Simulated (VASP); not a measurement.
# Au in VASP: further runs, part 2 of 2

VASP 6.6.1. The steps go on from the part before.

**4. Single point, PBEsol**

INCAR reads:

```
SYSTEM = Au
PREC = Accurate
ENCUT = 520
EDIFF = 1E-6
ISMEAR = -1
SIGMA = 0.08
LREAL = .FALSE.
LASPH = .TRUE.
NELM = 60
ALGO = Normal
ISIF = 2
LWAVE = .FALSE.
LCHARG = .FALSE.
GGA = PS
NBANDS = 36
```

KPOINTS reads:

```
Automatic mesh
0
G
  14 10 1
  0 0 0
```

POSCAR reads:

```
Au
1.0
    2.8875555845      0.0000000000      0.0000000000
    0.0000000000      4.0836202698      0.0000000000
    0.0000000000      0.0000000000     21.7751000000
Au
5
Direct
    0.0000000000      0.0000000000      0.3714169557
    0.5000000000      0.5000000000      0.4303530778
    0.0000000000      0.0000000000      0.5000000000
    0.5000000000      0.5000000000      0.5696469222
    0.0000000000      0.0000000000      0.6285830443
```

Potentials or basis: VASP PAW PBE potentials, release 64 (Au).

Command:

```bash
> cat potpaw_PBE.64/Au/POTCAR > POTCAR
> mpirun -np 1 vasp_std > vasp.out
```

OUTCAR:

```text
SYSTEM = Au
   PREC = Accurate
   ENCUT = 520
   EDIFF = 1E-6
   ISMEAR = -1
   LREAL = .FALSE.
   LASPH = .TRUE.
   NELM = 60
   ISIF = 2
   GGA = PS

 ion  position               nearest neighbor table
   1  0.000  0.000  0.371-   3 2.80   2 2.81   2 2.81   2 2.81   2 2.81
   2  0.500  0.500  0.430-   1 2.81   1 2.81   1 2.81   1 2.81   3 2.92   3 2.92   3 2.92   3 2.92
                             4 3.03
   3  0.000  0.000  0.500-   1 2.80   5 2.80   4 2.92   2 2.92   2 2.92   4 2.92   2 2.92   4 2.92
                             2 2.92   4 2.92
   4  0.500  0.500  0.570-   5 2.81   5 2.81   5 2.81   5 2.81   3 2.92   3 2.92   3 2.92   3 2.92
                             2 3.03
   5  0.000  0.000  0.629-   3 2.80   4 2.81   4 2.81   4 2.81   4 2.81

  LATTYP: Found a simple orthorhombic cell.
 ALAT       =     2.8875555845
 B/A-ratio  =     1.4142135624
 C/A-ratio  =     7.5410150083

  Lattice vectors:

 A1 = (   2.8875555845,   0.0000000000,   0.0000000000)
 A2 = (   0.0000000000,   4.0836202698,   0.0000000000)
 A3 = (   0.0000000000,   0.0000000000,  21.7751000000)

Analysis of symmetry for initial positions (statically):
=====================================================================
 Subroutine PRICEL returns:
 Original cell was already a primitive cell.

 Routine SETGRP: Setting up the symmetry group for a
 simple orthorhombic supercell.

 Subroutine GETGRP returns: Found  8 space group operations
 (whereof  8 operations were pure point group operations)
 out of a pool of  8 trial point group operations.

The static configuration has the point symmetry D_2h.

Analysis of symmetry for dynamics (positions and initial velocities):
=====================================================================
 Subroutine PRICEL returns:
 Original cell was already a primitive cell.

 Routine SETGRP: Setting up the symmetry group for a
 simple orthorhombic supercell.

 Subroutine GETGRP returns: Found  8 space group operations
 (whereof  8 operations were pure point group operations)
 out of a pool of  8 trial point group operations.

The dynamic configuration has the point symmetry D_2h.

 Subroutine INISYM returns: Found  8 space group operations
 (whereof  8 operations are pure point group operations),
 and found     1 'primitive' translations

----------------------------------------------------------------------------------------

                                     Primitive cell

  volume of cell :     256.7650

  direct lattice vectors                    reciprocal lattice vectors
     2.887555584  0.000000000  0.000000000     0.346313680  0.000000000  0.000000000
     0.000000000  4.083620270  0.000000000     0.000000000  0.244880751  0.000000000
     0.000000000  0.000000000 21.775100000     0.000000000  0.000000000  0.045924014

  length of vectors
     2.887555584  4.083620270 21.775100000     0.346313680  0.244880751  0.045924014

  position of ions in fractional coordinates (direct lattice)
     0.000000000  0.000000000  0.371416956
     0.500000000  0.500000000  0.430353078
     0.000000000  0.000000000  0.500000000
     0.500000000  0.500000000  0.569646922
     0.000000000  0.000000000  0.628583044

  ion indices of the primitive-cell ions
   primitive index   ion index
                 1           1
                 2           2
                 3           3
                 4           4
[... 22 lines left out ...]

 Subroutine IBZKPT returns following result:
 ===========================================

 Found     48 irreducible k-points:

 Following reciprocal coordinates:
            Coordinates               Weight
  0.000000  0.000000  0.000000      1.000000
  0.071429  0.000000  0.000000      2.000000
  0.142857  0.000000  0.000000      2.000000
  0.214286  0.000000  0.000000      2.000000
  0.285714  0.000000  0.000000      2.000000
  0.357143  0.000000  0.000000      2.000000
[... 16 lines left out ...]
  0.428571  0.200000  0.000000      4.000000
  0.500000  0.200000  0.000000      2.000000
 [... further k-points ...]
   k-points           NKPTS =     48   k-points in BZ     NKDIM =     48   number of bands    NBANDS=     36
   number of dos      NEDOS =    301   number of ions     NIONS =      5
   total plane-waves  NPLWV = 116640
   dimension x,y,z NGX =    24 NGY =   30 NGZ =  162
   dimension x,y,z NGXF=    48 NGYF=   60 NGZF=  324
   ions per type =               5
   NGX,Y,Z   is equivalent  to a cutoff of  13.82, 12.21, 12.37 a.u.
   NGXF,Y,Z  is equivalent  to a cutoff of  27.64, 24.43, 24.74 a.u.
 SYSTEM =  Au
   PREC   = accura    normal or accurate (medium, high low for compatibility)
   ISTART =      0    job   : 0-new  1-cont  2-samecut
   ICHARG =      2    charge: 1-file 2-atom 10-const
   ISPIN  =      1    spin polarized calculation?
   LNONCOLLINEAR =      F non collinear calculations
   LSORBIT =      F    spin-orbit coupling
   LASPH  =      T    aspherical Exc in radial PAW
   ENCUT  =  520.0 eV  38.22 Ry    6.18 a.u.   5.37  7.59 40.49*2*pi/ulx,y,z
   NELM   =     60;   NELMIN=  2; NELMDL= -5     # of ELM steps
   EDIFF  = 0.1E-05   stopping-criterion for ELM
   LREAL  =      F    real-space projection
   EDIFFG = 0.1E-04   stopping-criterion for IOM
   NSW    =      0    number of steps for IOM
   IBRION =     -1    ionic relax: 0-MD 1-quasi-New 2-CG
   NFREE  =      0    steps in history (QN), initial steepest desc. (CG)
   ISIF   =      2    stress and relaxation
   ISYM   =      2    0-nonsym 1-usesym 2-fastsym
   POTIM  = 0.5000    time-step for ionic-motion
   TEBEG  =    0.0;   TEEND  =   0.0 temperature during run
   PSTRESS=    0.0 pullay stress
   NELECT =      55.0000    total number of electrons
   NUPDOWN=      -1.0000    fix difference up-down
   EMIN   =  10.00;   EMAX   =-10.00  energy-range for DOS
   EFERMI =   0.00;   METHOD = LEGACY
   ISMEAR =    -1;   SIGMA  =   0.08  broadening in eV -4-tet -1-fermi 0-gaus
   EFERMI_NEDOS =   21; number of points for ismear=-14 and -15
   IALGO  =     38    algorithm
   IMIX   =      4    mixing-type and parameters
     AMIX     =   0.40;   BMIX     =  1.00
     AMIX_MAG =   1.60;   BMIX_MAG =  1.00
  volume/ion in A,a.u.               =      51.35       346.55
  Fermi-wavevector in a.u.,A,eV,Ry     =   0.979529  1.851041 13.054466  0.959476
  Thomas-Fermi vector in A             =   2.110389
   LORBIT       =      0    0 simple, 1 ext, 2 COOP (PROOUT), +10 PAW based schemes
   GGA     = PS    functional components
   LHFCALC =     F    Hartree Fock is set to
   AEXX    =    0.0000 exact exchange contribution
   IVDW    =     0    specifies the selected vdW correction
   LEPSILON=     F    determine dielectric tensor
   LRPA    =     F    only Hartree local field effects (RPA)
 non-spin polarized calculation
  energy-cutoff  :      520.00
  volume of cell :      256.77
 maximum number of plane-waves:      6969
 NGX is ok and might be reduce to    24
   NGX = 11   NGY = 15   NGZ = 81

 number of electron      54.9999991 magnetization

 Free energy of the ion-electron system (eV)
  ---------------------------------------------------
  ext. energy  EPLUGINS =         0.00000000
  ---------------------------------------------------
  free energy    TOTEN  =       -17.81092232 eV

  energy without entropy =      -17.78014488  energy(sigma->0) =      -17.79553360

 E-fermi :  -0.3543     XC(G=0):  -5.0817

 val. band max:       -0.4088980108   @ k =   0.2857   0.5000   0.0000
 cond. band min:      -0.3447706121   @ k =   0.5000   0.0000   0.0000
 fundamental gap:      0.0641273987
 Fermi energy:        -0.3542513646

 k-point     1 :       0.0000    0.0000    0.0000
  band No.  band energies     occupation
      1      -9.4402      2.00000
      2      -7.8270      2.00000
      3      -6.9492      2.00000
      4      -6.5332      2.00000
      5      -6.3885      2.00000
      6      -5.8701      2.00000
[... 925 lines left out ...]
     35       5.8194      0.00000
     36       7.1747      0.00000

 [... further k-points ...]
[... 5 lines left out ...]
  --------------------------------------------------------------------------------------
  -------------------------------------------------------------------------------------
  Total       -4.5502203     -2.0304434     -0.1316728      0.0000000      0.0000000      0.0000000
  in kB      -28.3927292    -12.6696791     -0.8216194      0.0000000      0.0000000      0.0000000
  external PRESSURE =     -13.9613426 kB  Pullay stress =       0.0000000 kB

 VOLUME and BASIS-vectors are now :
 -----------------------------------------------------------------------------
  energy-cutoff  :      520.00
  volume of cell :      256.77
      direct lattice vectors                 reciprocal lattice vectors
     2.887555584  0.000000000  0.000000000     0.346313680  0.000000000  0.000000000
     0.000000000  4.083620270  0.000000000     0.000000000  0.244880751  0.000000000
     0.000000000  0.000000000 21.775100000     0.000000000  0.000000000  0.045924014

 POSITION                                       TOTAL-FORCE (eV/Angst)
 -----------------------------------------------------------------------------------
      0.00000      0.00000      8.08764         0.000000      0.000000      0.010454
      1.44378      2.04181      9.37098         0.000000      0.000000      0.002714
      0.00000      0.00000     10.88755         0.000000      0.000000      0.000000
      1.44378      2.04181     12.40412         0.000000      0.000000     -0.002714
      0.00000      0.00000     13.68746         0.000000      0.000000     -0.010454
 -----------------------------------------------------------------------------------
    total drift:                                0.000000     -0.000000      0.000000

  FREE ENERGIE OF THE ION-ELECTRON SYSTEM (eV)
  ---------------------------------------------------
  free  energy   TOTEN  =       -17.8109223231 eV

  energy  without entropy=      -17.7801448792  energy(sigma->0) =      -17.79553360
```

It took 13 min on 1 thread of Oxide Virtual Turin-like, shared host; peak memory 0.47 GiB.

Results:

* Free energy: -17.8109 eV
* Largest force: 0.010 eV/Å

Forces in eV/Å, atoms in the order of the input:
```
Au   0.000  0.000  0.010
Au   0.000  0.000  0.003
Au   0.000  0.000  0.000
Au   0.000  0.000 -0.003
Au   0.000  0.000 -0.010
```

Levels at points of the mesh, in eV from the Fermi level:
```csv
k point,band 25,band 26,band 27,band 28,band 29,band 30,band 31,band 32
"(0.00, 0.00, 0.00)",-1.99,-1.76,-1.50,-1.22,0.64,2.45,3.63,4.94
"(0.50, 0.00, 0.00)",-1.54,0.01,0.12,0.58,0.82,1.75,3.71,4.58
"(0.00, 0.50, 0.00)",-1.90,-1.88,-1.88,-1.70,-1.35,0.07,0.78,1.94
"(0.50, 0.50, 0.00)",-1.54,0.35,0.60,2.93,3.15,3.25,3.33,3.43
```

Caveat: the PAW data sets were made with another functional, which shifts forces and pressure a little; spin-orbit coupling is left out, which moves the levels of the heavy elements.
